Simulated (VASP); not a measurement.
# BaTiO3 (P4/mmm) in VASP: notebook, part 2 of 2

VASP 6.6.1. Earlier steps stand in the parts before.

### 3 Single point, PBE (equal xx and yy strain of +1 %)

INCAR

```
SYSTEM = BaTiO3
ALGO = Normal ; EDIFF = 1E-7
ENCUT = 520 ; GGA = PE
ISIF = 2 ; ISMEAR = -1
LASPH = .True. ; LCHARG = .False.
LREAL = .False. ; LWAVE = .False.
NBANDS = 28 ; NELM = 60
PREC = Accurate ; SIGMA = 0.03
```

KPOINTS

```
k-points
0
Gamma
  7 7 7
  0 0 0
```

POSCAR

```
BaTiO3
1.0
    4.0397980000      0.0000000000      0.0000000000
    0.0000000000      4.0397980000      0.0000000000
    0.0000000000      0.0000000000      4.0180000000
Ba Ti O
1 1 3
Direct
    0.0000000000      0.0000000000      0.0000000000
    0.5000000000      0.5000000000      0.5000000000
    0.5000000000      0.5000000000      0.0000000000
    0.5000000000      0.0000000000      0.5000000000
    0.0000000000      0.5000000000      0.5000000000
```

Potentials or basis: VASP PAW PBE potentials, release 64 (Ba_sv, Ti_sv, O).

Run with:

```bash
$ cat potpaw_PBE.64/Ba_sv/POTCAR potpaw_PBE.64/Ti_sv/POTCAR potpaw_PBE.64/O/POTCAR > POTCAR
$ mpirun -np 1 vasp_std > vasp.out
```

OUTCAR:

```text
SYSTEM = BaTiO3
   EDIFF = 1E-7
   ENCUT = 520
   GGA = PE
   ISIF = 2
   ISMEAR = -1
   LASPH = .True.
   LREAL = .False.
   NELM = 60
   PREC = Accurate

 ion  position               nearest neighbor table
   1  0.000  0.000  0.000-   4 2.85   5 2.85   4 2.85   5 2.85   5 2.85   5 2.85   4 2.85   4 2.85
                             3 2.86   3 2.86   3 2.86   3 2.86   2 3.49   2 3.49   2 3.49   2 3.49
   2  0.500  0.500  0.500-   3 2.01   3 2.01   5 2.02   4 2.02   4 2.02   5 2.02   1 3.49   1 3.49
                             1 3.49   1 3.49   1 3.49   1 3.49   1 3.49   1 3.49
   3  0.500  0.500  0.000-   2 2.01   2 2.01   1 2.86   1 2.86   1 2.86   1 2.86
   4  0.500  0.000  0.500-   2 2.02   2 2.02   1 2.85   1 2.85   1 2.85   1 2.85
   5  0.000  0.500  0.500-   2 2.02   2 2.02   1 2.85   1 2.85   1 2.85   1 2.85

  LATTYP: Found a simple tetragonal cell.
 ALAT       =     4.0397980000
 C/A-ratio  =     0.9946041857

  Lattice vectors:

 A1 = (   4.0397980000,   0.0000000000,   0.0000000000)
 A2 = (   0.0000000000,   4.0397980000,   0.0000000000)
 A3 = (   0.0000000000,   0.0000000000,   4.0180000000)

Analysis of symmetry for initial positions (statically):
=====================================================================
 Subroutine PRICEL returns:
 Original cell was already a primitive cell.

 Routine SETGRP: Setting up the symmetry group for a
 simple tetragonal supercell.

 Subroutine GETGRP returns: Found 16 space group operations
 (whereof 16 operations were pure point group operations)
 out of a pool of 16 trial point group operations.

The static configuration has the point symmetry D_4h.

Analysis of symmetry for dynamics (positions and initial velocities):
=====================================================================
 Subroutine PRICEL returns:
 Original cell was already a primitive cell.

 Routine SETGRP: Setting up the symmetry group for a
 simple tetragonal supercell.

 Subroutine GETGRP returns: Found 16 space group operations
[... 125 lines left out ...]
   EFERMI_NEDOS =   21; number of points for ismear=-14 and -15
   IALGO  =     38    algorithm
   IMIX   =      4    mixing-type and parameters
     AMIX     =   0.40;   BMIX     =  1.00
     AMIX_MAG =   1.60;   BMIX_MAG =  1.00
  volume/ion in A,a.u.               =      13.11        88.50
  Fermi-wavevector in a.u.,A,eV,Ry     =   1.388412  2.623719 26.227793  1.927688
  Thomas-Fermi vector in A             =   2.512541
   LORBIT       =      0    0 simple, 1 ext, 2 COOP (PROOUT), +10 PAW based schemes
   GGA     = PE    functional components
   LHFCALC =     F    Hartree Fock is set to
   AEXX    =    0.0000 exact exchange contribution
   IVDW    =     0    specifies the selected vdW correction
   LEPSILON=     F    determine dielectric tensor
   LRPA    =     F    only Hartree local field effects (RPA)
 non-spin polarized calculation
  energy-cutoff  :      520.00
  volume of cell :       65.57
 maximum number of plane-waves:      1791
 NGX is ok and might be reduce to    30
   NGX = 15   NGY = 15   NGZ = 15

 number of electron      39.9999977 magnetization

 Free energy of the ion-electron system (eV)
  ---------------------------------------------------
  ext. energy  EPLUGINS =         0.00000000
  ---------------------------------------------------
  free energy    TOTEN  =       -39.98515652 eV

  energy without entropy =      -39.98515652  energy(sigma->0) =      -39.98515652

 E-fermi :   4.4382     XC(G=0): -11.1423

 val. band max:        3.6046752457   @ k =   0.4286   0.4286   0.4286
 cond. band min:       5.3557898907   @ k =   0.0000   0.0000   0.0000
 fundamental gap:      1.7511146450
 Fermi energy:         4.4382093399

 k-point     1 :       0.0000    0.0000    0.0000
  band No.  band energies     occupation
      1     -53.0692      2.00000
      2     -29.2694      2.00000
      3     -29.2680      2.00000
      4     -29.2680      2.00000
      5     -21.2048      2.00000
      6     -13.1797      2.00000
[... 733 lines left out ...]
     27      11.9900      0.00000
     28      12.4074      0.00000

 [... further k-points ...]
[... 5 lines left out ...]
  --------------------------------------------------------------------------------------
  -------------------------------------------------------------------------------------
  Total       -0.0968609     -0.0968609      0.2970692      0.0000000      0.0000000      0.0000000
  in kB       -2.3666270     -2.3666270      7.2583684      0.0000000      0.0000000      0.0000000
  external PRESSURE =       0.8417048 kB  Pullay stress =       0.0000000 kB

 VOLUME and BASIS-vectors are now :
 -----------------------------------------------------------------------------
  energy-cutoff  :      520.00
  volume of cell :       65.57
      direct lattice vectors                 reciprocal lattice vectors
     4.039798000  0.000000000  0.000000000     0.247537129  0.000000000  0.000000000
     0.000000000  4.039798000  0.000000000     0.000000000  0.247537129  0.000000000
     0.000000000  0.000000000  4.018000000     0.000000000  0.000000000  0.248880040

 POSITION                                       TOTAL-FORCE (eV/Angst)
 -----------------------------------------------------------------------------------
      0.00000      0.00000      0.00000         0.000000      0.000000      0.000000
      2.01990      2.01990      2.00900         0.000000      0.000000      0.000000
      2.01990      2.01990      0.00000         0.000000      0.000000      0.000000
      2.01990      0.00000      2.00900         0.000000      0.000000      0.000000
      0.00000      2.01990      2.00900         0.000000      0.000000      0.000000
 -----------------------------------------------------------------------------------
    total drift:                                0.000000      0.000000     -0.000000

  FREE ENERGIE OF THE ION-ELECTRON SYSTEM (eV)
  ---------------------------------------------------
  free  energy   TOTEN  =       -39.9851565208 eV

  energy  without entropy=      -39.9851565208  energy(sigma->0) =      -39.98515652
```

Wall time 32 s (1 thread of Intel Xeon 6975P-C (Granite Rapids), shared host); peak memory 0.21 GiB.

What came out:

```
Free energy            : -39.9852 eV
Pressure               : 0.1 GPa
Band gap on the k mesh : 1.75 eV, indirect (least direct gap 1.86 eV)
```

Levels at points of the mesh, in eV from the valence-band top:
```tsv
k point	band 16	band 17	band 18	band 19	band 20	band 21	band 22	band 23	band 24	band 25
(0.00, 0.00, 0.00)	-1.00	-0.99	-0.11	-0.11	-0.10	1.75	1.76	1.76	3.79	3.83
```

Caveat: the cell differs from its parent crystal (equal xx and yy strain of +1 %); spin-orbit coupling is left out, which moves the levels of the heavy elements.

### 4 Single point, PBE (equal xx and yy strain of +3 %)

INCAR

```
SYSTEM = BaTiO3
PREC = Accurate ; ENCUT = 520
EDIFF = 1E-7 ; ISMEAR = -1
SIGMA = 0.03 ; LREAL = .FALSE.
LASPH = .TRUE. ; NELM = 80
ALGO = Normal ; ISIF = 2
LWAVE = .FALSE. ; LCHARG = .FALSE.
GGA = PE ; NBANDS = 28
```

KPOINTS

```
regular mesh
0
G
  7 7 7
  0 0 0
```

Edit POSCAR of step 3 so:

```diff
@@ -2,4 +2,4 @@
 1.0
-    4.0397980000      0.0000000000      0.0000000000
-    0.0000000000      4.0397980000      0.0000000000
+    4.1197940000      0.0000000000      0.0000000000
+    0.0000000000      4.1197940000      0.0000000000
     0.0000000000      0.0000000000      4.0180000000
```

Run with:

```bash
$ cat potpaw_PBE.64/Ba_sv/POTCAR potpaw_PBE.64/Ti_sv/POTCAR potpaw_PBE.64/O/POTCAR > POTCAR
$ mpirun -np 1 vasp_std > vasp.out
```

It took 36 s on 1 thread of Intel Xeon 6975P-C (Granite Rapids), shared host; peak memory 0.22 GiB.

Results (log left out):

- Free energy: -39.9273 eV
- Pressure: -5.6 GPa
- Band gap on the k mesh: 1.64 eV, indirect (least direct gap 1.77 eV)

Stress tensor (GPa, compression positive):
```
-6.87  0.00  0.00
 0.00 -6.87  0.00
 0.00  0.00 -3.08
```

Levels at points of the mesh, in eV from the valence-band top:
| k point | band 18 | band 19 | band 20 | band 21 | band 22 | band 23 |
| --- | --- | --- | --- | --- | --- | --- |
| (0.00, 0.00, 0.00) | -0.15 | -0.15 | -0.13 | 1.64 | 1.69 | 1.69 |

Caveat: the cell differs from its parent crystal (equal xx and yy strain of +3 %); spin-orbit coupling is left out, which moves the levels of the heavy elements. A k mesh can miss the band edges.

### 5 Summary

| cell | gap on the mesh (eV) | pressure (GPa) |
| --- | --- | --- |
| a = 3.920, b = 3.920, c = 4.018 Å, 5 atoms | 1.86 | 11.4 |
| a = 4.040, b = 4.040, c = 4.018 Å, 5 atoms | 1.75 | 0.1 |
| a = 4.120, b = 4.120, c = 4.018 Å, 5 atoms | 1.64 | -5.6 |

Alike in all rows: task single point; level PBE; potentials or basis VASP PAW PBE potentials, release 64 (Ba_sv, Ti_sv, O); no spin polarisation; k mesh 7 × 7 × 7; cutoff (eV) 520; smearing fermi-dirac 0.03 eV.

Caveats: spin-orbit coupling is left out, which moves the levels of the heavy elements.

Total energies depend on the potentials used, so only differences within one code and one set of settings carry meaning.
